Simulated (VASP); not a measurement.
Input of a VASP 6.6.1 run:

The input INCAR:

```
SYSTEM = NaCl
ALGO     = Normal         ! electronic algorithm
EDIFF    = 1E-6           ! SCF threshold, eV
EDIFFG   = -0.01          ! ionic threshold
ENCUT    = 600            ! plane-wave cutoff, eV
GGA      = PS             ! functional
IBRION   = 2              ! ionic algorithm
ISIF     = 3              ! what is computed and relaxed
ISMEAR   = -1             ! smearing method
LASPH    = .True.         ! aspherical terms in the spheres
LCHARG   = .False.        ! write CHGCAR
LREAL    = .False.        ! projectors in reciprocal space
LWAVE    = .False.        ! write WAVECAR
NELM     = 100            ! most SCF steps
NSW      = 60             ! ionic steps
PREC     = Accurate       ! precision mode
SIGMA    = 0.05           ! smearing width, eV
```

KPOINTS

```
k-points
0
Gamma
  8 8 8
  0 0 0
```

The input POSCAR:

```
NaCl
1.0
    0.0000000000      2.7940632177      2.7940632177
    2.7940632177      0.0000000000      2.7940632177
    2.7940632177      2.7940632177      0.0000000000
Cl Na
1 1
Direct
    0.5000000000      0.5000000000      0.5000000000
    0.0000000000      0.0000000000      0.0000000000
```

Potentials or basis: VASP PAW PBE potentials, release 64 (Cl, Na_pv).

Launch:

```sh
$ cat potpaw_PBE.64/Cl/POTCAR potpaw_PBE.64/Na_pv/POTCAR > POTCAR
$ mpirun -np 1 vasp_std > vasp.out
```

**Question.** What does it give for the band gap on the k mesh?

**Answer.** 5.02 eV, direct.

**Question.** What does it give for the relaxed volume?

**Answer.** 21.92 Å³/atom.

**Question.** Predict the relaxed cell.

**Answer.** a = 3.958 Å, b = 3.958 Å, c = 3.958 Å, α = 60.00°, β = 60.00°, γ = 60.00°.

Final structure:
```
CELL_PARAMETERS angstrom
0.00000 2.79863 2.79863
2.79863 0.00000 2.79863
2.79863 2.79863 0.00000
ATOMIC_POSITIONS crystal
Cl 0.50000 0.50000 0.50000
Na 0.00000 0.00000 0.00000
```

Caveat: the PAW data sets were made with another functional, which shifts forces and pressure a little. As with any semilocal functional, this PBEsol gap is likely too small.
